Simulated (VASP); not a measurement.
# CuO (C2/c) in VASP: notebook, part 2 of 2

VASP 6.6.1. Earlier steps stand in the parts before.

## (3) Relaxation of cell and atoms, revpbe exchange, lyp correlation, target pressure 5 GPa, at which the enthalpy is minimised

INCAR

```
SYSTEM = CuO
PREC = Accurate
ENCUT = 600
EDIFF = 1E-7
ISMEAR = 0
SIGMA = 0.1
LREAL = .False.
LASPH = .True.
NELM = 120
ALGO = Normal
ISIF = 3
LWAVE = .False.
LCHARG = .False.
GGA = LIBXC
LIBXC1 = GGA_X_PBE_R
LIBXC2 = GGA_C_LYP
IBRION = 2
NSW = 80
EDIFFG = -0.001
PSTRESS = 50.0
GGA_COMPAT = .False.
NELMIN = 4
```

KPOINTS

```
Automatic mesh
0
Gamma
  12 12 7
  0.5 0.5 0.5
```

POSCAR

```
CuO
1.0
    2.3418500000     -1.7113000000      0.0000000000
    2.3418500000      1.7113000000      0.0000000000
   -0.8500270000      0.0000000000      5.0578690000
Cu O
2 2
Direct
    0.0000000000      0.5000000000      0.0000000000
    0.5000000000      0.0000000000      0.5000000000
    0.5816000000      0.4184000000      0.2500000000
    0.4184000000      0.5816000000      0.7500000000
```

Potentials or basis: VASP PAW PBE potentials, release 64 (Cu, O).

Started as:

```console
cat potpaw_PBE.64/Cu/POTCAR potpaw_PBE.64/O/POTCAR > POTCAR
mpirun -np 1 vasp_std > vasp.out
```

OUTCAR:

```text
SYSTEM = CuO
   PREC = Accurate
   ENCUT = 600
   EDIFF = 1E-7
   ISMEAR = 0
   LREAL = .False.
   LASPH = .True.
   NELM = 120
   ISIF = 3
   GGA = LIBXC
   IBRION = 2
   NSW = 80
   EDIFFG = -0.001
   PSTRESS = 50.0
   NELMIN = 4

 ion  position               nearest neighbor table
   1  0.000  0.500  0.000-   3 1.95   4 1.95   4 1.96   3 1.96
   2  0.500  0.000  0.500-   4 1.95   3 1.95   4 1.96   3 1.96
   3  0.582  0.418  0.250-   2 1.95   1 1.95   2 1.96   1 1.96
   4  0.418  0.582  0.750-   1 1.95   2 1.95   2 1.96   1 1.96

  LATTYP: Found a base centered monoclinic cell.
 ALAT       =     4.6837000000
 B/A-ratio  =     0.7307470589
 C/A-ratio  =     1.0950316075
 COS(beta)  =    -0.1657360545

  Lattice vectors:

 A1 = (   2.3418500000,  -1.7113000000,   0.0000000000)
 A2 = (   2.3418500000,   1.7113000000,   0.0000000000)
 A3 = (  -0.8500270000,   0.0000000000,   5.0578690000)

Analysis of symmetry for initial positions (statically):
=====================================================================
 Subroutine PRICEL returns:
 Original cell was already a primitive cell.

 Routine SETGRP: Setting up the symmetry group for a
 base centered monoclinic supercell.

 Subroutine GETGRP returns: Found  4 space group operations
 (whereof  2 operations were pure point group operations)
 out of a pool of  4 trial point group operations.

The static configuration has the point symmetry S_2 .
 The point group associated with its full space group is C_2h.

Analysis of symmetry for dynamics (positions and initial velocities):
=====================================================================
 Subroutine PRICEL returns:
 Original cell was already a primitive cell.

 Routine SETGRP: Setting up the symmetry group for a
 base centered monoclinic supercell.

 Subroutine GETGRP returns: Found  4 space group operations
 (whereof  2 operations were pure point group operations)
 out of a pool of  4 trial point group operations.

The dynamic configuration has the point symmetry S_2 .
 The point group associated with its full space group is C_2h.

 Subroutine INISYM returns: Found  4 space group operations
 (whereof  2 operations are pure point group operations),
 and found     1 'primitive' translations
[... 132 lines left out ...]
 Gauss-broadening in eV      SIGMA  =   0.10
  energy-cutoff  :      600.00
  volume of cell :       40.54
 maximum number of plane-waves:      1366
   NGX = 11   NGY = 11   NGZ = 21

--------------------------------------- Ionic step        1  -------------------------------------------

 number of electron      33.9999983 magnetization

 Free energy of the ion-electron system (eV)
  ---------------------------------------------------
  ext. energy  EPLUGINS =         0.00000000
  ---------------------------------------------------
  free energy    TOTEN  =       -16.90579502 eV

  energy without entropy =      -16.89413871  energy(sigma->0) =      -16.89996687

------------------------ aborting loop because EDIFF is reached ----------------------------------------

  FORCE on cell =-STRESS in cart. coord.  units (eV):
  Direction    XX          YY          ZZ          XY          YZ          ZX
  --------------------------------------------------------------------------------------
  -------------------------------------------------------------------------------------
  Total        4.4329291      4.3697931      4.5243434      0.0000000      0.0000000     -0.4311382
  in kB      175.1937354    172.6985382    178.8065179      0.0000000      0.0000000    -17.0390085
  external PRESSURE =     125.5662638 kB  Pullay stress =      50.0000000 kB
[... 103 lines left out ...]
  energy  without entropy=      -17.0935986235  energy(sigma->0) =      -17.09953429

  enthalpy is  TOTEN    =       -15.7493410617 eV   P V=        1.3561288879

 E-fermi :   4.6499     XC(G=0): -10.2760

 val. band max:        4.6483070284   @ k =  -0.4583   0.2083   0.5000
 cond. band min:       4.6506322249   @ k =  -0.1250   0.1250   0.2143
 fundamental gap:      0.0023251965
 Fermi energy:         4.6499229539

 k-point     1 :       0.0417    0.0417    0.0714
  band No.  band energies     occupation
      1     -14.5748      2.00000
      2     -13.4334      2.00000
      3      -2.6562      2.00000
      4      -0.4378      2.00000
      5      -0.3140      2.00000
      6       1.0815      2.00000
[... 565 lines left out ...]
     20      10.6017      0.00000
     21      13.2723      0.00000

 [... further k-points ...]

[... ionic steps 4 to 66 ...]

--------------------------------------- Ionic step       67  -------------------------------------------

 number of electron      34.0000029 magnetization

------------------------ aborting loop because EDIFF is reached ----------------------------------------
[... 75 lines left out ...]
--------------------------------------- Ionic step       69  -------------------------------------------

 number of electron      34.0000029 magnetization

 Free energy of the ion-electron system (eV)
  ---------------------------------------------------
  ext. energy  EPLUGINS =         0.00000000
  ---------------------------------------------------
  free energy    TOTEN  =       -17.35875497 eV

  energy without entropy =      -17.34718898  energy(sigma->0) =      -17.35297197

 E-fermi :   4.9287     XC(G=0): -10.3972

 val. band max:        4.9284993407   @ k =  -0.1250   0.1250   0.3571
 cond. band min:       4.9310454109   @ k =  -0.1250   0.1250   0.2143
 fundamental gap:      0.0025460702
 Fermi energy:         4.9286658570

 k-point     1 :       0.0417    0.0417    0.0714
  band No.  band energies     occupation
      1     -14.4682      2.00000
      2     -13.3441      2.00000
      3      -2.6246      2.00000
      4      -0.2443      2.00000
      5      -0.1429      2.00000
      6       1.2882      2.00000
[... 602 lines left out ...]
  energy  without entropy=      -17.3471889774  energy(sigma->0) =      -17.35297197

  enthalpy is  TOTEN    =       -15.9229842760 eV   P V=        1.4357706951

 reached required accuracy - stopping structural energy minimisation
```

OSZICAR:

```text
N       E                     dE             d eps       ncg     rms          rms(c)
DAV:   1     0.328527630433E+03    0.32853E+03   -0.18509E+04 11856   0.288E+03
DAV:   2     0.255657754433E+02   -0.30296E+03   -0.28786E+03 11752   0.469E+02
DAV:   3    -0.214814505382E+02   -0.47047E+02   -0.44729E+02 15827   0.205E+02
[... 631 lines left out ...]
DAV:   1    -0.173587567969E+02   -0.61244E-04   -0.10267E-04 17008   0.118E-01    0.110E-02
DAV:   2    -0.173587555859E+02    0.12110E-05   -0.69162E-06 15456   0.736E-02    0.558E-03
DAV:   3    -0.173587551933E+02    0.39255E-06   -0.14350E-06 14723   0.480E-02    0.392E-03
DAV:   4    -0.173587549818E+02    0.21147E-06   -0.26090E-07  8471   0.206E-02    0.104E-03
DAV:   5    -0.173587549711E+02    0.10747E-07   -0.11193E-07  6247   0.412E-03
  69 F= -.15922984E+02 E0= -.15917201E+02  d E =-.346568E-06
```

CONTCAR:

```text
CuO
   1.00000000000000
     2.1536029591633472   -2.0350119132351265    0.1667373172024327
     2.1536029591633472    2.0350119132351265    0.1667373172024327
    -0.4189149879345884    0.0000000000000000    5.2164033847210076
  Cu              O
     2     2
Direct
     0.0000000000000000    0.5000000000000000    0.0000000000000000
     0.5000000000000000    0.0000000000000000    0.5000000000000000
     0.5006912290055586    0.4993087709944412    0.2500000000000000
     0.4993087709944412    0.5006912290055586    0.7500000000000000

  0.00000000E+00  0.00000000E+00  0.00000000E+00
  0.00000000E+00  0.00000000E+00  0.00000000E+00
  0.00000000E+00  0.00000000E+00  0.00000000E+00
  0.00000000E+00  0.00000000E+00  0.00000000E+00
```

Run time: 70 min. Hardware: 1 thread of Intel Xeon 6975P-C (Granite Rapids), shared host; peak memory 0.44 GiB.

Results:

```yaml
Free_energy: -17.3588 eV
Relaxed_volume: 11.50 Å³/atom
Relaxed_cell: a = 2.968 Å, b = 2.968 Å, c = 5.233 Å, α = 90.12°, β = 90.12°, γ = 86.59°
Space_group_after_relaxing_to_0.1_Å: Cccm (No. 66)
Energy_change_on_relaxing_the_run_minimises_the_enthalpy: -113.2 meV/atom
Ionic_steps: 69
Pressure_after_relaxing: 5.0 GPa
Band_gap_on_the_k_mesh: zero (bands 17 and 18 overlap by 1.01 eV)
```

Step by step:
| step | energy change (eV) | largest force (eV/Å) | pressure (GPa) | volume (Å³) |
| --- | --- | --- | --- | --- |
| 1 | 0.0000 | 0.1297 | 17.56 | 40.54 |
| 3 | -0.1997 | 0.3000 | 4.93 | 43.46 |
| 5 | -0.2701 | 0.1235 | 5.20 | 44.21 |
| 7 | -0.2924 | 0.0138 | 5.52 | 44.65 |
| 9 | -0.3737 | 0.0406 | 3.72 | 45.80 |
| 11 | -0.4566 | 0.0452 | 1.89 | 47.09 |
| 13 | -0.4112 | 0.0079 | 7.02 | 45.44 |
| 15 | -0.4491 | 0.0200 | 4.73 | 46.17 |
| 17 | -0.4479 | 0.0398 | 4.89 | 45.99 |
| 19 | -0.4427 | 0.0303 | 5.67 | 45.77 |
| 21 | -0.4417 | 0.0280 | 5.81 | 45.73 |
| 23 | -0.4481 | 0.0234 | 5.36 | 45.89 |
| 25 | -0.4531 | 0.0193 | 4.91 | 46.03 |
| 27 | -0.4530 | 0.0177 | 4.91 | 46.03 |
| 29 | -0.4504 | 0.0070 | 5.23 | 45.94 |
| 31 | -0.4514 | 0.0081 | 5.13 | 45.97 |
| 33 | -0.4545 | 0.0015 | 4.74 | 46.07 |
| 35 | -0.4531 | 0.0026 | 4.92 | 46.02 |
| 37 | -0.4513 | 0.0031 | 5.16 | 45.96 |
| 39 | -0.4527 | 0.0011 | 4.99 | 46.00 |
| 41 | -0.4534 | 0.0000 | 4.90 | 46.03 |
| 43 | -0.4530 | 0.0010 | 4.98 | 46.01 |
| 45 | -0.4516 | 0.0141 | 5.14 | 45.97 |
| 47 | -0.4526 | 0.0083 | 5.04 | 46.00 |
| 49 | -0.4530 | 0.0091 | 4.99 | 46.01 |
| 51 | -0.4535 | 0.0011 | 4.97 | 46.02 |
| 53 | -0.4532 | 0.0005 | 4.96 | 46.01 |
| 55 | -0.4526 | 0.0011 | 5.01 | 46.00 |
| 57 | -0.4527 | 0.0007 | 5.06 | 46.00 |
| 59 | -0.4531 | 0.0000 | 4.96 | 46.01 |
| 61 | -0.4530 | 0.0002 | 4.99 | 46.01 |
| 63 | -0.4530 | 0.0009 | 4.99 | 46.01 |
| 65 | -0.4530 | 0.0015 | 5.00 | 46.01 |
| 67 | -0.4529 | 0.0009 | 5.02 | 46.01 |
| 69 | -0.4530 | 0.0007 | 5.00 | 46.01 |

Final structure:
```cif
data_structure
_symmetry_space_group_name_H-M 'P 1'
_symmetry_Int_Tables_number 1
_cell_length_a 2.9677
_cell_length_b 2.9677
_cell_length_c 5.2332
_cell_angle_alpha 90.120
_cell_angle_beta 90.120
_cell_angle_gamma 86.586
_cell_volume 46.01
loop_
_atom_site_label
_atom_site_type_symbol
_atom_site_fract_x
_atom_site_fract_y
_atom_site_fract_z
_atom_site_occupancy
Cu1 Cu 0.00000 0.50000 0.00000 1
Cu2 Cu 0.50000 0.00000 0.50000 1
O1 O 0.50069 0.49931 0.25000 1
O2 O 0.49931 0.50069 0.75000 1
```

Caveat: the cell is relaxed towards a set pressure, so the run minimises the enthalpy, not the energy; the PAW data sets were made with another functional, which shifts forces and pressure a little; semilocal functionals often make such compounds metallic where correlation or magnetic order opens a gap, which also shifts bond lengths. Zero-point motion and thermal expansion aren't in these numbers.
